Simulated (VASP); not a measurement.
A run of VASP 6.6.1:

Contents of INCAR:

```
SYSTEM = Li4NbO4
PREC     = Accurate       ! precision mode
ENCUT    = 520            ! plane-wave cutoff, eV
EDIFF    = 1E-6           ! SCF threshold, eV
ISMEAR   = 0              ! smearing method
SIGMA    = 0.05           ! smearing width, eV
LREAL    = .FALSE.        ! projectors in reciprocal space
LASPH    = .TRUE.         ! aspherical terms in the spheres
NELM     = 100            ! most SCF steps
ALGO     = Normal         ! electronic algorithm
ISIF     = 2              ! what is computed and relaxed
LWAVE    = .FALSE.        ! write WAVECAR
LCHARG   = .FALSE.        ! write CHGCAR
GGA      = PS             ! functional
NBANDS   = 34             ! bands
```

File KPOINTS:

```
Automatic mesh
0
G
  10 10 10
  0 0 0
```

Contents of POSCAR:

```
Li4NbO4
1.0
   -3.8119495391      3.8119495391      1.6301049253
    3.8119495391     -3.8119495391      1.6301049253
    3.8119495391      3.8119495391     -1.6301049253
Li Nb O
4 1 4
Direct
    0.4138386208      0.0510831738      0.4649217947
    0.8426719780      0.3341549847      0.1768269627
    0.1573280220      0.6658450153      0.8231730373
    0.6658450153      0.8426719780      0.5085169933
    0.0000000000      0.0000000000      0.0000000000
    0.7589255465      0.0797104317      0.8386359782
    0.9202895683      0.7589255465      0.6792151148
    0.0797104317      0.2410744535      0.3207848852
    0.2410744535      0.9202895683      0.1613640218
```

Potentials or basis: VASP PAW PBE potentials, release 64 (Li_sv, Nb_sv, O).

Run with:

```sh
$ cat potpaw_PBE.64/Li_sv/POTCAR potpaw_PBE.64/Nb_sv/POTCAR potpaw_PBE.64/O/POTCAR > POTCAR
$ mpirun -np 1 vasp_std > vasp.out
```

Hardware: 1 thread of Oxide Virtual Turin-like Processor, with other jobs on the host.

Task: How long does it take, and how much memory?

Result: Run time: 20 min on 1 thread of Oxide Virtual Turin-like Processor, with other jobs on the host, peak memory 0.77 GiB. Counts: scf iterations 15, k points 282.
